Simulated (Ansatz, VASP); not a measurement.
**ZrCdF4 in VASP and in Ansatz**

```
CELL_PARAMETERS angstrom
3.99902 0.00000 0.00000
0.00000 3.99902 0.00000
0.00000 0.00000 7.28224
ATOMIC_POSITIONS crystal
Zr 0.50000 0.50000 0.50000
Cd 0.00000 0.00000 0.00000
F 0.00000 0.00000 0.66467
F 0.50000 0.00000 0.00000
F 0.00000 0.50000 0.00000
F 0.00000 0.00000 0.33533
```

Alike in both runs: functional PBE; k mesh 10 × 10 × 6; occupations gaussian, width 0.1 eV; no spin polarisation.

Ansatz relaxed the structure, and its values are those at the end. VASP's run is a single point on that final structure, the one shown.

|  | VASP | Ansatz |
| --- | --- | --- |
| version | VASP 6.6.1 | Ansatz 0.2.0 |
| potentials or method | VASP PAW PBE potentials, release 64 (Zr_sv, Cd, F), cutoff 520 eV | scalar-relativistic, plane waves, PAW |
| valence electrons in the cell | 52 | 60 |

Ansatz gave:

| Item | Value |
| --- | --- |
| gap on the k mesh at the Fermi level (eV) | none |
| pressure (GPa) | 0.0 |
| rms of the force components (eV/Å) | 0.000 |

Problem. What did VASP give for the same quantities?

Solution. gap on the k mesh at the Fermi level (eV): none; pressure (GPa): 0.7; rms of the force components (eV/Å): 0.006.

A gap of «none» marks a metal or a gap that the smearing closes. VASP's potentials hold 52 valence electrons a cell and Ansatz's 60, so a difference there can come from the potentials and not from the codes.
